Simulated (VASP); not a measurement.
## MgS: dielectric tensor with PBE

Crystal: MgS.

```
Mg S
1.0
     0.00000    2.83087    2.83087
     2.83087    0.00000    2.83087
     2.83087    2.83087    0.00000
Mg S
1 1
Direct
  0.00000 0.00000 0.00000
  0.75000 0.75000 0.75000
```

```yaml
Program: VASP 6.6.1
Task: dielectric tensor
Functional: PBE
Potentials_or_basis: VASP PAW PBE potentials, release 64 (Mg, S)
Cutoff: 520 eV
k_mesh: 6 × 6 × 6
Occupations: gaussian, width 0.01 eV
Spin: no spin polarisation
Dipole_correction: no
Further_INCAR_settings: ALGO = Normal; EDIFF = 1e-08
```

The band gap on the k mesh is 3.46 eV, direct and the electronic dielectric tensor (diagonal) is 4.07. The born charges (mean of the diagonal) is Mg +1.90; S -1.90 e.

Levels at points of the mesh, in eV from the valence-band top:
| k point | band 1 | band 2 | band 3 | band 4 | band 5 | band 6 | band 7 | band 8 |
| --- | --- | --- | --- | --- | --- | --- | --- | --- |
| (0.00, 0.00, 0.00) | -11.27 | 0.00 | 0.00 | 0.00 | 3.46 | 7.95 | 7.95 | 7.95 |
| (0.50, 0.00, 0.00) | -10.59 | -3.13 | -0.33 | -0.33 | 5.12 | 7.64 | 7.64 | 8.61 |
| (0.50, 0.50, 0.00) | -10.37 | -2.81 | -1.03 | -1.03 | 3.88 | 5.65 | 11.16 | 12.30 |

Electronic dielectric tensor:
```
4.07 0.00 0.00
0.00 4.07 0.00
0.00 0.00 4.07
```

Born effective charge tensors (e):
atom 1, Mg
```
1.90 0.00 0.00
0.00 1.90 0.00
0.00 0.00 1.90
```
atom 2, S
```
-1.90  0.00  0.00
 0.00 -1.90  0.00
 0.00  0.00 -1.90
```

It took 48 s on 1 thread of AMD EPYC 9R45 96-Core Processor (Zen 5), with other jobs on the host, peak memory 0.17 GiB.

A k mesh can miss the band edges. PBE gaps usually lie below the measured ones, often by a third to a half.
